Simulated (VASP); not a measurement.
Set up this calculation in VASP 6.6.1, as the native input.

```yaml
Task: relaxation of cell and atoms
Functional: LDA
Potentials_or_basis: VASP PAW LDA potentials, release 64 (Ti_sv)
Cutoff: 600 eV
k_mesh: 19 × 19 × 19
Occupations: fermi-dirac, width 0.08 eV
Spin: no spin polarisation
Dipole_correction: no
Further_INCAR_settings: ALGO = Normal; EDIFF = 1e-07; IBRION = 2; EDIFFG = -0.005; NSW = 60; ISIF = 3
```

The structure of Ti lies in POSCAR:

```
Ti
1.0
   -1.5911292954      1.5911292954      1.5911292954
    1.5911292954     -1.5911292954      1.5911292954
    1.5911292954      1.5911292954     -1.5911292954
Ti
1
Direct
    0.0000000000      0.0000000000      0.0000000000
```

The input as run:

INCAR

```
SYSTEM = Ti
  PREC = Accurate
  ENCUT = 600
  EDIFF = 1E-7
  ISMEAR = -1
  SIGMA = 0.08
  LREAL = .False.
  LASPH = .True.
  NELM = 80
  ALGO = Normal
  ISIF = 3
  LWAVE = .False.
  LCHARG = .False.
  GGA = CA
  IBRION = 2
  NSW = 60
  EDIFFG = -0.005
```

KPOINTS

```
regular mesh
0
Gamma
  19 19 19
  0 0 0
```

Potentials or basis: VASP PAW LDA potentials, release 64 (Ti_sv).

The run is started by

```bash
$ cat potpaw_LDA.64/Ti_sv/POTCAR > POTCAR
$ mpirun -np 1 vasp_std > vasp.out
```

Results of the run:

- Relaxed volume: 15.86 Å³/atom
- Relaxed cell: a = 2.741 Å, b = 2.741 Å, c = 2.741 Å, α = 109.47°, β = 109.47°, γ = 109.47°
- Space group after relaxing (to 0.05 Å): Im-3m (No. 229)
- Energy gained by relaxing: 1.4 meV/atom
- Ionic steps: 3
- Pressure after relaxing: 0.0 GPa
- Band gap on the k mesh: zero (band 6 reaches 9.85 eV, above the bottom of band 7 at 8.19 eV)

It took 29 s on 1 thread of Intel(R) Xeon(R) 6975P-C (Granite Rapids), with other jobs on the host, peak memory 0.17 GiB.
